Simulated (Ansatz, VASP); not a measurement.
# Ni: VASP beside Ansatz

```
CELL_PARAMETERS angstrom
2.33346 0.00000 0.00000
-1.16673 2.02084 0.00000
0.00000 0.00000 2.26294
ATOMIC_POSITIONS crystal
Ni 0.00000 0.00000 0.00000
```

Change from the starting cell: volume scaled by 0.9, PAW files.

Alike in both runs: task single point; functional PBE; k mesh 18 × 18 × 17; occupations fermi-dirac, width 0.1 eV; collinear spin.

```csv
,VASP,Ansatz
version,VASP 6.6.1,Ansatz 0.2.0
potentials or method,"VASP PAW PBE potentials, release 64 (Ni_sv_GW)","PAW with Ansatz's default frozen-core files, scalar-relativistic"
plane-wave cutoff (eV),590,420
valence electrons in the cell,18,18
```

|  | VASP | Ansatz | Ansatz less VASP |
| --- | --- | --- | --- |
| pressure (GPa) | 17.1 | 21.1 | +3.93 |
| traceless stress, the component that is largest in VASP (GPa) | 0.15 | 0.01 | -0.143 |
| net moment per atom (μB) | 0.15 | 0.16 | +0.011 |
| size of the moment on the site where the two differ most (μB) | 0.16 | 0.17 | +0.011 |

Site moments also hang on the region over which each program counts them. The functional is the same, so the differences come from potentials, cutoffs and numerics.
